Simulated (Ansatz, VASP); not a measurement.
# Two plane-wave programs on BP

The input INCAR:

```
PREC = Accurate ; ENCUT = 500
EDIFF = 1E-6 ; ISMEAR = -4
SIGMA = 0.05 ; LREAL = False
LASPH = True ; NELM = 120
ALGO = Normal ; ISIF = 2
LWAVE = False ; LCHARG = False
GGA = CA ; NBANDS = 11
GGA_COMPAT = False
```

File KPOINTS:

```
Automatic mesh
0
Gamma
  10 10 10
```

POSCAR

```
BP
1.0
    0.0000000000      2.4505200000      2.4505200000
    2.4505200000      0.0000000000      2.4505200000
    2.4505200000      2.4505200000      0.0000000000
B P
1 1
Direct
    0.0000000000      0.0000000000      0.0000000000
    0.7500000000      0.7500000000      0.7500000000
```

Input for Ansatz:

```yaml
crystal:
  lattice:
    - [0.0, 2.45052, 2.45052]
    - [2.45052, 0.0, 2.45052]
    - [2.45052, 2.45052, 0.0]
  atoms:
    - { symbol: B, position: [0.0, 0.0, 0.0] }
    - { symbol: P, position: [0.75, 0.75, 0.75] }
basis:
  ecutwfc: 420
kpoints:
  mp_grid: { grid: [10, 10, 10] }
hamiltonian:
  xc: lda
scf:
  occupations: { method: tetrahedron_uncorrected }
  n_extra_bands: 8
output:
  forces: true
  eigenvalues: true
  stress: true
```

Alike in both runs: task single point; functional LDA; k mesh 10 × 10 × 10; no spin polarisation.

|  | VASP | Ansatz |
| --- | --- | --- |
| version | VASP 6.6.1 | Ansatz 0.2.0 |
| potentials or method | VASP PAW LDA potentials, release 64 (B, P), cutoff 500 eV | scalar-relativistic, plane waves, PAW |
| occupations | tetrahedron | tetrahedron-uncorrected |
| valence electrons in the cell | 8 | 8 |

```tsv
	VASP	Ansatz	Ansatz less VASP
gap on the k mesh at the Fermi level (eV)	1.42	1.42	-0.001
pressure (GPa)	-27.7	-27.7	+0.03
```

LDA's correlation is that of Perdew and Zunger in VASP and of Perdew and Wang (1992) in Ansatz. Ansatz's warnings: band table not solved further.
